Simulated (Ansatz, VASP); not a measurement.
## Mo: VASP beside Ansatz

```
Mo
1.0
     0.00000   -3.14200    0.00000
    -3.14200    0.00000    0.00000
     0.00000    0.00000   -3.14200
Mo
2
Direct
  0.50000 0.50000 0.46419
  0.00000 0.00000 0.03581
```

Change from the starting cell: mode 4 (160.3 1/cm) frozen in, largest displacement +0.113 Å.

Alike in both runs: task single point; functional PBE; k mesh 16 × 16 × 16; occupations gaussian, width 0.15 eV; no spin polarisation.

```csv
,VASP,Ansatz
version,VASP 6.6.1,Ansatz 0.2.0
potentials or method,"VASP PAW PBE potentials, release 64 (Mo_sv), cutoff 520 eV","scalar-relativistic, plane waves, PAW"
valence electrons in the cell,28,28
```

```csv
,VASP,Ansatz,Ansatz less VASP
gap on the k mesh at the Fermi level (eV),none,none,-
pressure (GPa),9.0,8.4,-0.63
"traceless stress, the component that is largest in VASP (GPa)",-0.63,-0.58,+0.050
rms of the force components (eV/Å),0.995,0.982,-0.0132
```

Atom by atom the forces differ by 0.013 eV/Å (rms over components). A gap of «none» marks a metal or a gap that the smearing closes. The functional is the same, so the differences come from potentials, cutoffs and numerics.
